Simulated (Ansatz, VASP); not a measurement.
# Two plane-wave programs on LiF

```
Li F
1.0
     3.06194    0.00000    0.00000
    -1.53097    2.65172    0.00000
     0.00000    0.00000    5.10885
Li F
2 2
Cartesian
  0.0000 1.7678 1.7905
  1.5310 0.8839 4.3449
  0.0000 1.7678 5.0778
  1.5310 0.8839 2.5234
```

Alike in both runs: task single point; functional PBE; k mesh 9 × 9 × 6; occupations gaussian, width 0.05 eV; no spin polarisation.

```csv
,VASP,Ansatz
version,VASP 6.6.1,Ansatz 0.2.0
potentials or method,"VASP PAW PBE potentials, release 64 (Li_sv, F), cutoff 520 eV","scalar-relativistic, plane waves, PAW"
valence electrons in the cell,20,20
```

```csv
,VASP,Ansatz,Ansatz less VASP
gap on the k mesh at the Fermi level (eV),7.59,7.60,+0.012
least direct gap on the mesh (eV),7.59,7.60,+0.012
rms of the force components (eV/Å),0.192,0.186,-0.0059
```

Atom by atom the forces differ by 0.006 eV/Å (rms over components).

Noted on VASP's run: the cutoff is short for stress, so the pressure is rough.
